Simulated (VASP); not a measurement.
Wanted: the native input for a VASP 6.6.1 run.

| Property | Result |
| --- | --- |
| Task | density of states |
| Functional | PBE |
| Potentials or basis | VASP PAW PBE potentials, release 64 (Ge_d) |
| Cutoff | 520 eV |
| k mesh | 8 × 8 × 10 |
| Occupations | fermi-dirac, width 0.08 eV |
| Spin | no spin polarisation |
| Dipole correction | no |
| k mesh for the DOS | 12 × 12 × 15 |
| Occupations for the DOS | tetrahedron |
| Further INCAR settings | ALGO = Normal; EDIFF = 1e-06; NBANDS = 28 |

The system is Ge.

```
Ge
1.0
     3.65782    0.00000    0.00000
    -1.82891    3.16776    0.00000
     0.00000    0.00000    2.16409
Ge
3
Direct
  0.00000 0.00000 0.00000
  0.33333 0.66667 0.50000
  0.66667 0.33333 0.50000
```

This cell differs from its parent crystal: volume scaled by 0.43.

One way to write it, as run:

POSCAR

```
Ge
1.0
    3.6578160380      0.0000000000      0.0000000000
   -1.8289080190      3.1677616113      0.0000000000
    0.0000000000      0.0000000000      2.1640897323
Ge
3
Direct
    0.0000000000      0.0000000000      0.0000000000
    0.3333333333      0.6666666667      0.5000000000
    0.6666666667      0.3333333333      0.5000000000
```

INCAR.step1

```
PREC = Accurate
ENCUT = 520
EDIFF = 1E-6
ISMEAR = -1
SIGMA = 0.08
LREAL = False
LASPH = True
NELM = 80
ALGO = Normal
ISIF = 2
LWAVE = False
LCHARG = True
GGA = PE
NBANDS = 28
```

KPOINTS.step1

```
regular mesh
0
Gamma
  8 8 10
```

INCAR.step2

```
PREC = Accurate
ENCUT = 520
EDIFF = 1E-6
ISMEAR = -5
SIGMA = 0.08
LREAL = False
LASPH = True
NELM = 80
ALGO = Normal
ISIF = 2
LWAVE = False
LCHARG = False
GGA = PE
LORBIT = 10
NBANDS = 28
NEDOS = 1001
ICHARG = 11
```

KPOINTS.step2

```
regular mesh
0
Gamma
  12 12 15
```

Potentials or basis: VASP PAW PBE potentials, release 64 (Ge_d).

The run is started by

```console
$ cat potpaw_PBE.64/Ge_d/POTCAR > POTCAR
$ cp INCAR.step1 INCAR
$ cp KPOINTS.step1 KPOINTS
$ mpirun -np 1 vasp_std > vasp.out
$ cp INCAR.step2 INCAR
$ cp KPOINTS.step2 KPOINTS
$ mpirun -np 1 vasp_std > vasp.out
```

Results of the run:

```
Valence electrons inside the program's atomic spheres : Ge 13.59, 13.82
```

Run time: 40 s on 1 thread of Intel(R) Xeon(R) 6975P-C (Granite Rapids), with other jobs on the host, peak memory 0.19 GiB.
